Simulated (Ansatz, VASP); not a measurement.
# One calculation of BaTiO3, two programs

INCAR

```
ALGO     = Normal         # electronic algorithm
EDIFF    = 1E-8           # SCF threshold, eV
ENCUT    = 520            # plane-wave cutoff, eV
GGA      = PS             # functional
ISIF     = 2              # what is computed and relaxed
ISMEAR   = -1             # smearing method
LASPH    = True           # aspherical terms in the spheres
LCHARG   = False          # write CHGCAR
LEFG     = True         
LREAL    = False          # projectors in reciprocal space
LWAVE    = False          # write WAVECAR
NBANDS   = 28             # bands
NELM     = 60             # most SCF steps
PREC     = Accurate       # precision mode
SIGMA    = 0.08           # smearing width, eV
```

Contents of KPOINTS:

```
k-points
0
Gamma
  7 7 7
```

File POSCAR:

```
BaTiO3
1.0
    4.0782473671      0.0000000000      0.0000000000
    0.0000000000      4.0782473671      0.0000000000
    0.0000000000      0.0000000000      4.0968043205
Ba Ti O
1 1 3
Direct
    0.0000000000      0.0000000000      0.0000000000
    0.5000000000      0.5000000000      0.4820000000
    0.5000000000      0.5000000000      0.0160000000
    0.5000000000      0.0000000000      0.5150000000
    0.0000000000      0.5000000000      0.5150000000
```

Input for Ansatz:

```yaml
crystal:
  lattice:
    - [4.0782473671, 0.0, 0.0]
    - [0.0, 4.0782473671, 0.0]
    - [0.0, 0.0, 4.0968043205]
  atoms:
    - { symbol: Ba, position: [0.0, 0.0, 0.0] }
    - { symbol: Ti, position: [0.5, 0.5, 0.482] }
    - { symbol: O, position: [0.5, 0.5, 0.016] }
    - { symbol: O, position: [0.5, 0.0, 0.515] }
    - { symbol: O, position: [0.0, 0.5, 0.515] }
kpoints:
  mp_grid: { grid: [7, 7, 7] }
scf:
  occupations: { method: fermi_dirac, width: 0.08 }
hamiltonian:
  xc: pbesol
  pseudopotentials: { kind: all_electron, datasets: crystal }
output:
  forces: true
  stress: true
  eigenvalues: true
  efg: { contact_densities: true }
```

Change from the starting cell: volume scaled by 1.06, crystal datasets.

Alike in both runs: task electric field gradients; functional PBEsol; k mesh 7 × 7 × 7; occupations fermi-dirac, width 0.08 eV; no spin polarisation.

|  | VASP | Ansatz |
| --- | --- | --- |
| version | VASP 6.6.1 | Ansatz 0.2.0 |
| potentials or method | VASP PAW PBE potentials, release 64 (Ba_sv, Ti_sv, O), cutoff 520 eV | all-electron PAW with datasets made for the crystal, scalar-relativistic |

|  | VASP | Ansatz | Ansatz less VASP |
| --- | --- | --- | --- |
| pressure (GPa) | -10.4 | -11.8 | -1.45 |
| traceless stress, the component that is largest in VASP (GPa) | 0.79 | 0.73 | -0.060 |
| rms of the force components (eV/Å) | 0.222 | 0.234 | +0.0121 |
| size of Vzz on the site where it differs most (V/Å²) | 2.3 | 1.9 | -0.35 |

VASP's potentials were made for PBE, not for PBEsol. Atom by atom the forces differ by 0.016 eV/Å (rms over components). Ansatz ran all-electron here, and VASP with PAW potentials.

Neither program's run includes spin-orbit coupling.
